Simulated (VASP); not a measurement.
Input of a VASP 6.6.1 run:

The input INCAR:

```
  PREC = Accurate
  ENCUT = 600
  EDIFF = 1E-7
  ISMEAR = 0
  SIGMA = 0.1
  LREAL = F
  LASPH = T
  NELM = 100
  ALGO = Normal
  ISIF = 3
  LWAVE = F
  LCHARG = F
  GGA = PE
  IBRION = 2
  NSW = 100
  EDIFFG = -0.01
```

KPOINTS

```
regular mesh
0
Gamma
  12 12 4
```

File POSCAR:

```
SrB4Pt
1.0
    3.1354781744      0.0000000000      0.0000000000
    0.0000000000      3.1354781744      0.0000000000
    0.0000000000      0.0000000000      8.7763606640
Sr B Pt
1 4 1
Direct
    0.0000000000      0.0000000000      0.5000000000
    0.5000000000      0.5000000000      0.2762808863
    0.5000000000      0.5000000000      0.9063693733
    0.5000000000      0.5000000000      0.0936306267
    0.5000000000      0.5000000000      0.7237191137
    0.0000000000      0.0000000000      0.0000000000
```

Potentials or basis: VASP PAW PBE potentials, release 64 (Sr_sv, B, Pt).

The run is started by

```sh
$ cat potpaw_PBE.64/Sr_sv/POTCAR potpaw_PBE.64/B/POTCAR potpaw_PBE.64/Pt/POTCAR > POTCAR
$ mpirun -np 1 vasp_std > vasp.out
```

Problem. Predict the relaxed cell.

Solution. a = 3.146 Å, b = 3.146 Å, c = 8.753 Å, α = 90.00°, β = 90.00°, γ = 90.00°.

Problem. Predict the band gap on the k mesh.

Solution. Zero (band 16 reaches 5.56 eV, above the bottom of band 17 at 4.17 eV).

Problem. Estimate the space group after relaxing (to 0.05 Å).

Solution. P4/mmm (No. 123).

Problem. Estimate the relaxed volume.

Solution. 14.43 Å³/atom.

The path:
```
step  energy change (eV)  largest force (eV/Å)  pressure (GPa)  volume (Å³)
   1              0.0000                0.3760            0.04        86.28
   2              0.0154                0.9796            0.66        86.32
   3             -0.0041                0.0403            0.20        86.30
   4             -0.0047                0.0142            0.05        86.49
   5             -0.0047                0.0018           -0.03        86.61
```

Caveat: spin-orbit coupling is left out, which moves the levels of the heavy elements.
